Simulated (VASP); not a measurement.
Here is a VASP 6.6.1 calculation.

Contents of INCAR:

```
PREC = Accurate ; ENCUT = 520
EDIFF = 1E-6 ; ISMEAR = -1
SIGMA = 0.05 ; LREAL = False
LASPH = True ; NELM = 150
ALGO = Normal ; ISIF = 2
LWAVE = False ; LCHARG = True
ISPIN = 2 ; MAGMOM = 2 0
LORBIT = 11 ; LMAXMIX = 4
GGA = RE ; LELF = True
LVHAR = True ; NBANDS = 18
```

Contents of KPOINTS:

```
regular mesh
0
Gamma
  11 11 11
```

File POSCAR:

```
CoO
1.0
    1.5054695445      0.8691832468      2.4399269062
   -1.5054695445      0.8691832468      2.4399269062
    0.0000000000     -1.7383664936      2.4399269062
Co O
1 1
Direct
    0.0000000000      0.0000000000      0.0000000000
    0.5000000000      0.5000000000      0.5000000000
```

Potentials or basis: VASP PAW PBE potentials, release 64 (Co, O).

Command:

```console
$ cat potpaw_PBE.64/Co/POTCAR potpaw_PBE.64/O/POTCAR > POTCAR
$ mpirun -np 1 vasp_std > vasp.out
```

Task: Predict the site moments.

Result: Co +2.56; O +0.29 μB.

Task: Predict the pressure.

Result: 4.0 GPa.

Task: Predict the net moment.

Result: 2.90 μB per cell.

Stress tensor (GPa, compression positive):
```
4.14 0.00 0.00
0.00 4.14 0.00
0.00 0.00 3.67
```

Caveat: the PAW data sets were made with another functional, which shifts forces and pressure a little; a cell with one magnetic atom can't hold antiferromagnetic order, which such compounds often take.
